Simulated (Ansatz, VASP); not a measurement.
# Two plane-wave programs on MgI2

```
CELL_PARAMETERS angstrom
4.20636 0.00000 0.00000
-2.10318 3.64281 0.00000
0.00000 0.00000 7.84565
ATOMIC_POSITIONS crystal
Mg 0.00000 0.00000 0.00000
I 0.33333 0.66667 0.21329
I 0.66667 0.33333 0.78671
```

Alike in both runs: functional PBE; k mesh 10 × 10 × 5; occupations fermi-dirac, width 0.05 eV; no spin polarisation.

Ansatz relaxed the structure, and its values are those at the end. VASP's run is a single point on that final structure, the one shown.

|  | VASP | Ansatz |
| --- | --- | --- |
| version | VASP 6.6.1 | Ansatz 0.2.0 |
| potentials or method | VASP PAW PBE potentials, release 64 (Mg, I), cutoff 520 eV | PAW with Ansatz's default frozen-core files, scalar-relativistic |
| valence electrons in the cell | 16 | 44 |

|  | VASP | Ansatz | Ansatz less VASP |
| --- | --- | --- | --- |
| pressure (GPa) | 0.0 | 0.0 | +0.05 |
| rms of the force components (eV/Å) | 0.005 | 0.000 | -0.0048 |

With one functional, cell and mesh, what is left measures potentials, basis and numerics. VASP's potentials hold 16 valence electrons a cell and Ansatz's 44, so a difference there can come from the potentials and not from the codes.

Neither program's run includes spin-orbit coupling.
